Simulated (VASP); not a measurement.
# Mg5ZnO6 (P4/mmm) in VASP: further runs, part 2 of 2

VASP 6.6.1. The steps go on from the part before.

## Step 3: Single point, LDA

The input, POSCAR:

```
Mg5ZnO6
1.0
    3.0186229121      0.0000000000      0.0000000000
    0.0000000000      3.0186229121      0.0000000000
    0.0000000000      0.0000000000     12.7992760565
Mg Zn O
5 1 6
Direct
    0.0000000000      0.0000000000      0.6655847162
    0.5000000000      0.5000000000      0.5000000000
    0.0000000000      0.0000000000      0.3344152838
    0.5000000000      0.5000000000      0.1668094998
    0.5000000000      0.5000000000      0.8331905002
    0.0000000000      0.0000000000      0.0000000000
    0.0000000000      0.0000000000      0.5000000000
    0.5000000000      0.5000000000      0.3340229278
    0.0000000000      0.0000000000      0.1690970157
    0.5000000000      0.5000000000      0.0000000000
    0.0000000000      0.0000000000      0.8309029843
    0.5000000000      0.5000000000      0.6659770722
```

The input, INCAR.step1:

```
PREC     = Accurate       # precision mode
ENCUT    = 520            # plane-wave cutoff, eV
EDIFF    = 1E-6           # SCF threshold, eV
ISMEAR   = 0              # smearing method
SIGMA    = 0.02           # smearing width, eV
LREAL    = F              # projectors in reciprocal space
LASPH    = T              # aspherical terms in the spheres
NELM     = 80             # most SCF steps
ALGO     = Normal         # electronic algorithm
ISIF     = 2              # what is computed and relaxed
LWAVE    = F              # write WAVECAR
LCHARG   = T              # write CHGCAR
NBANDS   = 41             # bands
```

The input, KPOINTS.step1:

```
Automatic mesh
0
Gamma
  8 8 2
```

The input, INCAR.step2:

```
PREC     = Accurate       # precision mode
ENCUT    = 520            # plane-wave cutoff, eV
EDIFF    = 1E-6           # SCF threshold, eV
ISMEAR   = -5             # smearing method
SIGMA    = 0.02           # smearing width, eV
LREAL    = F              # projectors in reciprocal space
LASPH    = T              # aspherical terms in the spheres
NELM     = 80             # most SCF steps
ALGO     = Normal         # electronic algorithm
ISIF     = 2              # what is computed and relaxed
LWAVE    = F              # write WAVECAR
LCHARG   = F              # write CHGCAR
LORBIT   = 11             # projections on sites
NBANDS   = 41             # bands
NEDOS    = 2001           # points of the DOS
ICHARG   = 11             # starting density
```

The input, KPOINTS.step2:

```
Automatic mesh
0
Gamma
  12 12 3
```

Potentials or basis: VASP PAW LDA potentials, release 64 (Mg, Zn, O).

On the command line:

```console
$ cat potpaw_LDA.64/Mg/POTCAR potpaw_LDA.64/Zn/POTCAR potpaw_LDA.64/O/POTCAR > POTCAR
$ cp INCAR.step1 INCAR
$ cp KPOINTS.step1 KPOINTS
$ mpirun -np 1 vasp_std > vasp.out
$ cp INCAR.step2 INCAR
$ cp KPOINTS.step2 KPOINTS
$ mpirun -np 1 vasp_std > vasp.out
```

OUTCAR:

```text
PREC = Accurate
   ENCUT = 520
   EDIFF = 1E-6
   ISMEAR = -5
   LREAL = F
   LASPH = T
   NELM = 80
   ISIF = 2
   LORBIT = 11
   ICHARG = 11

 ion  position               nearest neighbor table
   1  0.000  0.000  0.666-  11 2.12   7 2.12  12 2.13  12 2.13  12 2.13  12 2.13   2 3.01   2 3.01
                             2 3.01   2 3.01   5 3.03   5 3.03   5 3.03   5 3.03
   2  0.500  0.500  0.500-   8 2.12  12 2.12   7 2.13   7 2.13   7 2.13   7 2.13   3 3.01   3 3.01
                             1 3.01   3 3.01   1 3.01   1 3.01   3 3.01   1 3.01
   3  0.000  0.000  0.334-   9 2.12   7 2.12   8 2.13   8 2.13   8 2.13   8 2.13   2 3.01   2 3.01
                             2 3.01   2 3.01   4 3.03   4 3.03   4 3.03   4 3.03
   4  0.500  0.500  0.167-   9 2.13   9 2.13   9 2.13   9 2.13  10 2.14   8 2.14   6 3.02   6 3.02
                             6 3.02   6 3.02   3 3.03   3 3.03   3 3.03   3 3.03
   5  0.500  0.500  0.833-  11 2.13  11 2.13  11 2.13  11 2.13  10 2.14  12 2.14   6 3.02   6 3.02
                             6 3.02   6 3.02   1 3.03   1 3.03   1 3.03   1 3.03
   6  0.000  0.000  0.000-  10 2.13  10 2.13  10 2.13  10 2.13  11 2.16   9 2.16   5 3.02   5 3.02
                             4 3.02   5 3.02   4 3.02   4 3.02   5 3.02   4 3.02
   7  0.000  0.000  0.500-   1 2.12   3 2.12   2 2.13   2 2.13   2 2.13   2 2.13
   8  0.500  0.500  0.334-   2 2.12   3 2.13   3 2.13   3 2.13   3 2.13   4 2.14
   9  0.000  0.000  0.169-   3 2.12   4 2.13   4 2.13   4 2.13   4 2.13   6 2.16
  10  0.500  0.500  0.000-   6 2.13   6 2.13   6 2.13   6 2.13   4 2.14   5 2.14
  11  0.000  0.000  0.831-   1 2.12   5 2.13   5 2.13   5 2.13   5 2.13   6 2.16
  12  0.500  0.500  0.666-   2 2.12   1 2.13   1 2.13   1 2.13   1 2.13   5 2.14

  LATTYP: Found a simple tetragonal cell.
 ALAT       =     3.0186229121
 C/A-ratio  =     4.2401043221

  Lattice vectors:

 A1 = (   3.0186229121,   0.0000000000,   0.0000000000)
 A2 = (   0.0000000000,   3.0186229121,   0.0000000000)
 A3 = (   0.0000000000,   0.0000000000,  12.7992760565)

Analysis of symmetry for initial positions (statically):
=====================================================================
 Subroutine PRICEL returns:
 Original cell was already a primitive cell.

 Routine SETGRP: Setting up the symmetry group for a
 simple tetragonal supercell.
[... 198 lines left out ...]
      1     -14.6085      2.00000
      2     -14.1549      2.00000
      3     -14.0377      2.00000
      4     -13.4549      2.00000
      5     -13.2533      2.00000
      6     -12.9033      2.00000
[... 1045 lines left out ...]
     40      13.5687      0.00000
     41      13.8852      0.00000

 [... further k-points ...]

------------------------ aborting loop because EDIFF is reached ----------------------------------------

  FORCE on cell =-STRESS in cart. coord.  units (eV):
  Direction    XX          YY          ZZ          XY          YZ          ZX
  --------------------------------------------------------------------------------------
  -------------------------------------------------------------------------------------
  Total       -8.7538400     -8.7538400     -8.8476195      0.0000000      0.0000000     -0.0000000
  in kB     -120.2558055   -120.2558055   -121.5441004      0.0000000      0.0000000     -0.0000000
  external PRESSURE =    -120.6852371 kB  Pullay stress =       0.0000000 kB

 VOLUME and BASIS-vectors are now :
 -----------------------------------------------------------------------------
  energy-cutoff  :      520.00
  volume of cell :      116.63
      direct lattice vectors                 reciprocal lattice vectors
     3.018622912  0.000000000  0.000000000     0.331276887  0.000000000  0.000000000
     0.000000000  3.018622912  0.000000000     0.000000000  0.331276887  0.000000000
     0.000000000  0.000000000 12.799276057     0.000000000  0.000000000  0.078129419

 POSITION                                       TOTAL-FORCE (eV/Angst)
 -----------------------------------------------------------------------------------
      0.00000      0.00000      8.51900        -0.000000      0.000000      0.004759
      1.50931      1.50931      6.39964         0.000000      0.000000      0.000000
      0.00000      0.00000      4.28027         0.000000      0.000000     -0.004759
      1.50931      1.50931      2.13504        -0.000000     -0.000000     -0.007848
      1.50931      1.50931     10.66424         0.000000     -0.000000      0.007848
      0.00000      0.00000      0.00000         0.000000      0.000000      0.000000
      0.00000      0.00000      6.39964         0.000000      0.000000      0.000000
      1.50931      1.50931      4.27525         0.000000      0.000000      0.011169
      0.00000      0.00000      2.16432        -0.000000     -0.000000     -0.061982
      1.50931      1.50931      0.00000         0.000000      0.000000      0.000000
      0.00000      0.00000     10.63496         0.000000      0.000000      0.061982
      1.50931      1.50931      8.52402         0.000000     -0.000000     -0.011169
 -----------------------------------------------------------------------------------
    total drift:                                0.000000     -0.000000     -0.000000

  FREE ENERGIE OF THE ION-ELECTRON SYSTEM (eV)
  ---------------------------------------------------
  free  energy   TOTEN  =       -77.3769494299 eV

  energy  without entropy=      -77.3769494299  energy(sigma->0) =      -77.37694943

 total charge

# of ion       s       p       d       tot
------------------------------------------
    1        0.149   0.177   0.074   0.400
    2        0.149   0.177   0.073   0.400
    3        0.149   0.177   0.074   0.400
    4        0.147   0.172   0.071   0.390
    5        0.147   0.172   0.071   0.390
    6        0.420   0.421   9.912  10.752
    7        1.530   3.517   0.000   5.047
    8        1.530   3.515   0.000   5.044
    9        1.533   3.496   0.000   5.029
   10        1.544   3.445   0.000   4.989
   11        1.533   3.496   0.000   5.029
   12        1.530   3.515   0.000   5.044
--------------------------------------------------
tot         10.361  22.279  10.274  42.913
```

OUTCAR.step1:

```text
PREC = Accurate
   ENCUT = 520
   EDIFF = 1E-6
   ISMEAR = 0
   LREAL = F
[... 1323 lines left out ...]
      0.00000      0.00000      2.16432        -0.000000     -0.000000     -0.061513
      1.50931      1.50931      0.00000        -0.000000     -0.000000      0.000000
      0.00000      0.00000     10.63496        -0.000000     -0.000000      0.061513
      1.50931      1.50931      8.52402        -0.000000     -0.000000     -0.011363
 -----------------------------------------------------------------------------------
    total drift:                                0.000000     -0.000000      0.000000

  FREE ENERGIE OF THE ION-ELECTRON SYSTEM (eV)
  ---------------------------------------------------
  free  energy   TOTEN  =       -77.3761877178 eV

  energy  without entropy=      -77.3761877178  energy(sigma->0) =      -77.37618772
```

OSZICAR.step1:

```text
N       E                     dE             d eps       ncg     rms          rms(c)
DAV:   1     0.474461099321E+03    0.47446E+03   -0.27594E+04  2469   0.148E+03
DAV:   2    -0.289122336240E+02   -0.50337E+03   -0.46849E+03  2717   0.362E+02
DAV:   3    -0.854671085472E+02   -0.56555E+02   -0.55877E+02  2892   0.129E+02
DAV:   4    -0.868527316827E+02   -0.13856E+01   -0.13800E+01  3119   0.216E+01
DAV:   5    -0.868658238984E+02   -0.13092E-01   -0.13082E-01  2783   0.225E+00    0.180E+01
DAV:   6    -0.775336542130E+02    0.93322E+01   -0.31992E+01  3668   0.546E+01    0.799E+00
DAV:   7    -0.775790887593E+02   -0.45435E-01   -0.35052E+00  2818   0.100E+01    0.535E+00
DAV:   8    -0.774483942507E+02    0.13069E+00   -0.10133E+00  3532   0.777E+00    0.173E+00
DAV:   9    -0.773833185313E+02    0.65076E-01   -0.17953E-01  3602   0.480E+00    0.802E-01
DAV:  10    -0.773763530065E+02    0.69655E-02   -0.76440E-02  3360   0.162E+00    0.136E-01
DAV:  11    -0.773763078603E+02    0.45146E-04   -0.32800E-03  3271   0.429E-01    0.685E-02
DAV:  12    -0.773762153247E+02    0.92536E-04   -0.36752E-04  4023   0.344E-01    0.397E-02
DAV:  13    -0.773761945432E+02    0.20781E-04   -0.30493E-04  3031   0.121E-01    0.134E-02
DAV:  14    -0.773761900487E+02    0.44945E-05   -0.13295E-05  3630   0.492E-02    0.670E-03
DAV:  15    -0.773761877840E+02    0.22647E-05   -0.84286E-06  3360   0.575E-02    0.373E-03
DAV:  16    -0.773761877178E+02    0.66207E-07   -0.37915E-06  2773   0.151E-02
   1 F= -.77376188E+02 E0= -.77376188E+02  d E =-.761429E-11
```

Run time: 7 min. Hardware: 1 thread of Oxide Virtual Turin-like, shared host; peak memory 0.3 GiB.

Results:

| Item | Value |
| --- | --- |
| Valence electrons inside the program's atomic spheres | Mg 0.40, 0.39 (each value once); Zn 10.75; O 5.05, 5.04, 5.03, 4.99 (each value once) |
